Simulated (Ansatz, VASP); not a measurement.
**MgZr2CdO6: VASP beside Ansatz**

```
CELL_PARAMETERS angstrom
2.57422 4.45867 0.00000
-2.57422 4.45867 0.00000
0.00000 -2.97245 5.61906
ATOMIC_POSITIONS crystal
Cd 0.00000 0.00000 0.00000
Mg 0.50000 0.50000 0.50000
Zr 0.24350 0.24350 0.73050
Zr 0.75650 0.75650 0.26950
O 0.76180 0.76620 0.83670
O 0.30870 0.76180 0.83670
O 0.76620 0.30870 0.83670
O 0.23820 0.23380 0.16330
O 0.69130 0.23820 0.16330
O 0.23380 0.69130 0.16330
```

Alike in both runs: task single point; functional PBE; k mesh 4 × 4 × 4; no spin polarisation.

```csv
,VASP,Ansatz
version,VASP 6.6.1,Ansatz 0.2.0
potentials or method,"VASP PAW PBE potentials, release 64 (Cd, Mg, Zr_sv, O), cutoff 520 eV",PAW plane waves
occupations,"fermi-dirac, width 0.1 eV",fermi-dirac
valence electrons in the cell,74,90
```

|  | VASP | Ansatz | Ansatz less VASP |
| --- | --- | --- | --- |
| gap on the k mesh at the Fermi level (eV) | none | none | - |
| pressure (GPa) | 12.6 | 9.5 | -3.10 |
| traceless stress, the component that is largest in VASP (GPa) | -15.57 | -14.42 | +1.154 |
| rms of the force components (eV/Å) | 2.858 | 2.586 | -0.2712 |

Atom by atom the forces differ by 0.320 eV/Å (rms over components). A gap of «none» marks a metal or a gap that the smearing closes. VASP's potentials hold 74 valence electrons a cell and Ansatz's 90, so a difference there can come from the potentials and not from the codes. Ansatz's warnings: structure snapped to symmetry.

The k mesh is coarse, so the values compare programs but aren't converged.
